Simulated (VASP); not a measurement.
# Co (P6_3/mmc) in VASP: a series of runs, part 2 of 2

VASP 6.6.1. The steps go on from the part before.

## Step 3: Single point, PBE, collinear spin, ferromagnetic start

File INCAR:

```
SYSTEM = Co
PREC     = Accurate       ! precision mode
ENCUT    = 520            ! plane-wave cutoff, eV
EDIFF    = 1E-6           ! SCF threshold, eV
ISMEAR   = 0              ! smearing method
SIGMA    = 0.05           ! smearing width, eV
LREAL    = .FALSE.        ! projectors in reciprocal space
LASPH    = .TRUE.         ! aspherical terms in the spheres
NELM     = 150            ! most SCF steps
ALGO     = Fast           ! electronic algorithm
ISIF     = 2              ! what is computed and relaxed
LWAVE    = .FALSE.        ! write WAVECAR
LCHARG   = .FALSE.        ! write CHGCAR
ISPIN    = 2              ! spin polarisation
MAGMOM   = 1.5 1.5        ! initial moments
LORBIT   = 11             ! projections on sites
LMAXMIX  = 4              ! l up to which the mixer works
GGA      = PE             ! functional
NBANDS   = 20             ! bands
```

File KPOINTS:

```
Automatic mesh
0
G
  20 20 10
  0 0 0
```

File POSCAR:

```
Co
1.0
    2.4933817706      0.0000000000      0.0000000000
   -1.2466908853      2.1593319547      0.0000000000
    0.0000000000      0.0000000000      4.0310557688
Co
2
Direct
    0.3333333333      0.6666666667      0.7500000000
    0.6666666667      0.3333333333      0.2500000000
```

Potentials or basis: VASP PAW PBE potentials, release 64 (Co).

Run with:

```
cat potpaw_PBE.64/Co/POTCAR > POTCAR
mpirun -np 1 vasp_std > vasp.out
```

OUTCAR:

```text
SYSTEM = Co
   PREC = Accurate
   ENCUT = 520
   EDIFF = 1E-6
   ISMEAR = 0
   LREAL = .FALSE.
   LASPH = .TRUE.
   NELM = 150
   ISIF = 2
   ISPIN = 2
   LORBIT = 11
   GGA = PE

 ion  position               nearest neighbor table
   1  0.333  0.667  0.750-   2 2.48   2 2.48   2 2.48   2 2.48   2 2.48   2 2.48
   2  0.667  0.333  0.250-   1 2.48   1 2.48   1 2.48   1 2.48   1 2.48   1 2.48

  LATTYP: Found a hexagonal cell.
 ALAT       =     2.4933817706
 C/A-ratio  =     1.6167021899

  Lattice vectors:

 A1 = (   2.4933817706,   0.0000000000,   0.0000000000)
 A2 = (  -1.2466908853,   2.1593319547,   0.0000000000)
 A3 = (   0.0000000000,   0.0000000000,   4.0310557688)

Analysis of symmetry for initial positions (statically):
=====================================================================
 Subroutine PRICEL returns:
 Original cell was already a primitive cell.

 Routine SETGRP: Setting up the symmetry group for a
 hexagonal supercell.

 Subroutine GETGRP returns: Found 24 space group operations
 (whereof 12 operations were pure point group operations)
 out of a pool of 24 trial point group operations.

The static configuration has the point symmetry D_3d.
 The point group associated with its full space group is D_6h.

Analysis of symmetry for dynamics (positions and initial velocities):
=====================================================================
 Subroutine PRICEL returns:
 Original cell was already a primitive cell.

 Routine SETGRP: Setting up the symmetry group for a
 hexagonal supercell.

 Subroutine GETGRP returns: Found 24 space group operations
 (whereof 12 operations were pure point group operations)
 out of a pool of 24 trial point group operations.

The dynamic configuration has the point symmetry D_3d.
 The point group associated with its full space group is D_6h.

Analysis of structural, dynamic, and magnetic symmetry:
=====================================================================
 Subroutine PRICEL returns:
 Original cell was already a primitive cell.

 Routine SETGRP: Setting up the symmetry group for a
 hexagonal supercell.

[... 147 lines left out ...]
 Free energy of the ion-electron system (eV)
  ---------------------------------------------------
  ext. energy  EPLUGINS =         0.00000000
  ---------------------------------------------------
  free energy    TOTEN  =       -14.07265307 eV

  energy without entropy =      -14.07034660  energy(sigma->0) =      -14.07149984

 E-fermi :  10.2533     XC(G=0): -13.4025

 val. band max:       10.2483410931   @ k =   0.2000   0.0500   0.1000
 cond. band min:      10.2551406161   @ k =   0.1000   0.0500   0.2000
 fundamental gap:      0.0067995230
 Fermi energy:        10.2533426946

 spin component 1

 k-point     1 :       0.0000    0.0000    0.0000
  band No.  band energies     occupation
      1       1.3500      1.00000
      2       5.1306      1.00000
      3       7.6490      1.00000
      4       7.6715      1.00000
      5       7.6715      1.00000
      6       7.9832      1.00000
[... 541 lines left out ...]
     19      34.5326      0.00000
     20      35.5054      0.00000

 [... further k-points ...]

 spin component 2

 k-point     1 :       0.0000    0.0000    0.0000
  band No.  band energies     occupation
      1       1.3381      1.00000
      2       6.0648      1.00000
      3       9.2689      1.00000
      4       9.2968      1.00000
      5       9.2968      1.00000
      6       9.6621      1.00000
[... 541 lines left out ...]
     19      34.8300      0.00000
     20      35.8622      0.00000

 [... further k-points ...]
[... 5 lines left out ...]
  --------------------------------------------------------------------------------------
  -------------------------------------------------------------------------------------
  Total       -0.0821109     -0.0821109     -0.1225417      0.0000000     -0.0000000      0.0000000
  in kB       -6.0615598     -6.0615598     -9.0462307      0.0000000     -0.0000000      0.0000000
  external PRESSURE =      -7.0564501 kB  Pullay stress =       0.0000000 kB

 VOLUME and BASIS-vectors are now :
 -----------------------------------------------------------------------------
  energy-cutoff  :      520.00
  volume of cell :       21.70
      direct lattice vectors                 reciprocal lattice vectors
     2.493381771  0.000000000  0.000000000     0.401061727  0.231553096  0.000000000
    -1.246690885  2.159331955  0.000000000     0.000000000  0.463106193  0.000000000
     0.000000000  0.000000000  4.031055769     0.000000000  0.000000000  0.248073968

 POSITION                                       TOTAL-FORCE (eV/Angst)
 -----------------------------------------------------------------------------------
     -0.00000      1.43955      3.02329         0.000000      0.000000      0.000000
      1.24669      0.71978      1.00776        -0.000000     -0.000000      0.000000
 -----------------------------------------------------------------------------------
    total drift:                               -0.000000      0.000000     -0.000000

  FREE ENERGIE OF THE ION-ELECTRON SYSTEM (eV)
  ---------------------------------------------------
  free  energy   TOTEN  =       -14.0726530739 eV

  energy  without entropy=      -14.0703465983  energy(sigma->0) =      -14.07149984

 total charge

# of ion       s       p       d       tot
------------------------------------------
    1        0.488   0.520   7.264   8.273
    2        0.488   0.520   7.264   8.273
--------------------------------------------------
tot          0.976   1.041  14.529  16.546

 magnetization (x)

# of ion       s       p       d       tot
------------------------------------------
    1       -0.015  -0.055   1.689   1.618
    2       -0.015  -0.055   1.689   1.618
--------------------------------------------------
tot         -0.031  -0.111   3.377   3.236
```

It took 2.5 min on 1 thread of AMD EPYC 9R45 (Zen 5), shared host; peak memory 0.23 GiB.

Results:

```yaml
Free_energy: -14.0727 eV
Pressure: -0.7 GPa
Net_moment: 3.19 μB per cell
Site_moments: Co +1.62 μB
Valence_electrons_inside_the_program's_atomic_spheres: Co 8.27
```

## Step 4: Single point, PBE, collinear spin, antiferromagnetic start

File INCAR:

```
  PREC = Accurate
  ENCUT = 520
  EDIFF = 1E-6
  ISMEAR = 0
  SIGMA = 0.05
  LREAL = False
  LASPH = True
  NELM = 150
  ALGO = Normal
  ISIF = 2
  LWAVE = False
  LCHARG = True
  ISPIN = 2
  MAGMOM = 1.5 -1.5
  LORBIT = 11
  LMAXMIX = 4
  GGA = PE
  LELF = True
  LVHAR = True
  NBANDS = 20
```

File KPOINTS:

```
regular mesh
0
Gamma
  20 20 10
```

POSCAR is that of step 3.

Run with:

```
cat potpaw_PBE.64/Co/POTCAR > POTCAR
mpirun -np 1 vasp_std > vasp.out
```

It took 3.2 min on 1 thread of AMD EPYC 9R45 (Zen 5), shared host; peak memory 0.23 GiB.

It converged, with:

```
Free energy                                           : -13.6122 eV
Pressure                                              : -7.2 GPa
Band gap on the k mesh                                : zero (filled and empty bands overlap)
Net moment                                            : 0.00 μB per cell
Site moments                                          : Co +0.93, -0.93 μB
Valence electrons inside the program's atomic spheres : Co 8.27
```

Stress tensor (GPa, compression positive):
```
-7.25  0.00  0.00
 0.00 -7.25  0.00
 0.00  0.00 -7.15
```

Levels at points of the mesh, in eV from the Fermi level:
Spin up:
| k point | band 6 | band 7 | band 8 | band 9 | band 10 | band 11 | band 12 | band 13 |
| --- | --- | --- | --- | --- | --- | --- | --- | --- |
| (0.00, 0.00, 0.00) | -1.32 | -1.32 | -1.10 | -1.10 | -0.11 | 0.22 | 0.22 | 6.83 |
| (0.50, 0.00, 0.00) | -1.76 | -1.38 | -0.23 | 0.37 | 0.84 | 1.81 | 3.80 | 9.85 |
| (0.00, 0.00, 0.50) | -1.95 | -1.68 | -1.68 | -0.49 | -0.49 | 0.11 | 0.11 | 15.16 |
| (0.50, 0.00, 0.50) | -0.59 | -0.56 | -0.16 | -0.16 | 0.84 | 1.80 | 1.83 | 7.60 |
Spin down:
| k point | band 6 | band 7 | band 8 | band 9 | band 10 | band 11 | band 12 | band 13 |
| --- | --- | --- | --- | --- | --- | --- | --- | --- |
| (0.00, 0.00, 0.00) | -1.32 | -1.32 | -1.10 | -1.10 | -0.11 | 0.22 | 0.22 | 6.83 |
| (0.50, 0.00, 0.00) | -1.76 | -1.38 | -0.23 | 0.37 | 0.84 | 1.81 | 3.80 | 9.85 |
| (0.00, 0.00, 0.50) | -1.95 | -1.68 | -1.68 | -0.49 | -0.49 | 0.11 | 0.11 | 15.16 |
| (0.50, 0.00, 0.50) | -0.59 | -0.56 | -0.16 | -0.16 | 0.84 | 1.80 | 1.83 | 7.60 |

## Step 5: Single point, PBE, collinear spin, ferromagnetic start

File INCAR:

```
SYSTEM = Co
PREC     = Accurate       ! precision mode
ENCUT    = 520            ! plane-wave cutoff, eV
EDIFF    = 1E-7           ! SCF threshold, eV
ISMEAR   = 0              ! smearing method
SIGMA    = 0.05           ! smearing width, eV
LREAL    = .FALSE.        ! projectors in reciprocal space
LASPH    = .TRUE.         ! aspherical terms in the spheres
NELM     = 150            ! most SCF steps
ALGO     = Fast           ! electronic algorithm
ISIF     = 2              ! what is computed and relaxed
LWAVE    = .FALSE.        ! write WAVECAR
LCHARG   = .TRUE.         ! write CHGCAR
ISPIN    = 2              ! spin polarisation
MAGMOM   = 0.5 0.5        ! initial moments
LORBIT   = 11             ! projections on sites
LMAXMIX  = 4              ! l up to which the mixer works
GGA      = PE             ! functional
LELF     = .TRUE.         ! ELF
LVHAR    = .TRUE.       
NBANDS   = 20             ! bands
```

File KPOINTS:

```
regular mesh
0
G
  20 20 10
  0 0 0
```

POSCAR is that of step 4.

Run with:

```
cat potpaw_PBE.64/Co/POTCAR > POTCAR
mpirun -np 1 vasp_std > vasp.out
```

It took 3.6 min on 1 thread of AMD EPYC 9R45 (Zen 5), shared host; peak memory 0.23 GiB.

Results (log left out):

* Free energy: -14.0727 eV
* Pressure: -0.7 GPa
* Net moment: 3.19 μB per cell
* Site moments: Co +1.62 μB
* Valence electrons inside the program's atomic spheres: Co 8.27

Stress tensor (GPa, compression positive):
```
-0.64  0.00  0.00
 0.00 -0.64  0.00
 0.00  0.00 -0.93
```

Levels at points of the mesh, in eV from the Fermi level:
Spin up:
```
           k point  band 9  band 10  band 11  band 12  band 13  band 14
(0.00, 0.00, 0.00)   -1.93    -0.83    -0.83    -0.07     6.36    21.97
(0.50, 0.00, 0.00)   -0.61    -0.55     1.31     3.32     9.69    10.34
(0.00, 0.00, 0.50)   -1.14    -1.14    -1.14    -1.14    15.03    15.03
(0.50, 0.00, 0.50)   -0.60    -0.60     1.60     1.60     7.26     7.26
```
Spin down:
```csv
k point,band 4,band 5,band 6,band 7,band 8,band 9,band 10,band 11
"(0.00, 0.00, 0.00)",-0.96,-0.96,-0.59,-0.59,-0.17,-0.17,-0.14,1.04
"(0.50, 0.00, 0.00)",-1.85,-1.11,-1.03,-0.62,1.17,1.30,1.34,2.53
"(0.00, 0.00, 0.50)",-1.53,-1.02,-1.02,-1.02,-1.02,0.71,0.71,0.71
"(0.50, 0.00, 0.50)",-2.37,-0.06,-0.06,0.25,0.25,1.27,1.27,2.20
```

## Step 6: Overview

```tsv
spin	gap on the mesh (eV)	pressure (GPa)	moment (μB)
off	none	-11.8	-
collinear, ferromagnetic start	none	-0.7	3.19
collinear, antiferromagnetic start	none	-7.2	0.00
```

Alike in all rows: task single point; level PBE; potentials or basis VASP PAW PBE potentials, release 64 (Co); cell as given; k mesh 20 × 20 × 10; cutoff (eV) 520; smearing gaussian 0.05 eV.

Every run on the cell as given and a fine mesh finds a metal.

Absolute energies hang on the potentials; compare differences alone.
